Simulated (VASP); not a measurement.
C, 12 atoms in the cell. Symmetry: P6_3/mmc, No. 194, hexagonal system. The conventional cell has a = 2.522 Å, b = 2.522 Å, c = 12.356 Å, α = 90.00°, β = 90.00°, γ = 120.00°. Within 2.1 Å of C (site symmetry 3m) lie 4 C at 1.54 Å. Within 2.1 Å of C (site symmetry 3m) lie 4 C at 1.54 Å. C (site symmetry 3m) has 4 C at 1.54 Å within 2.1 Å. 

| Property | Result |
| --- | --- |
| Program | VASP 6.6.1 |
| Task | relaxation of cell and atoms |
| Functional | revPBE |
| Dispersion | D3(BJ) |
| Potentials or basis | VASP PAW PBE potentials, release 64 (C) |
| Cutoff | 600 eV |
| k mesh | 12 × 12 × 3 |
| Occupations | fermi-dirac, width 0.05 eV |
| Spin | no spin polarisation |
| Dipole correction | no |
| Further INCAR settings | ALGO = Normal; EDIFF = 1e-06; IBRION = 2; EDIFFG = -0.01; NSW = 60; ISIF = 3 |

Potentials or basis: VASP PAW PBE potentials, release 64 (C).

Launch:

```sh
$ cat potpaw_PBE.64/C/POTCAR > POTCAR
$ mpirun -np 1 vasp_std > vasp.out
```

Hardware: 1 thread of Intel(R) Xeon(R) Platinum 8259CL CPU @ 2.50GHz (Skylake/Cascade Lake) (shared host).

Task: Estimate the wall time of this run.

Result: Run time: 4.7 min on 1 thread of Intel(R) Xeon(R) Platinum 8259CL CPU @ 2.50GHz (Skylake/Cascade Lake), on a shared host, peak memory 0.26 GiB. Counts: scf iterations 45, k points 38, ion steps 7.
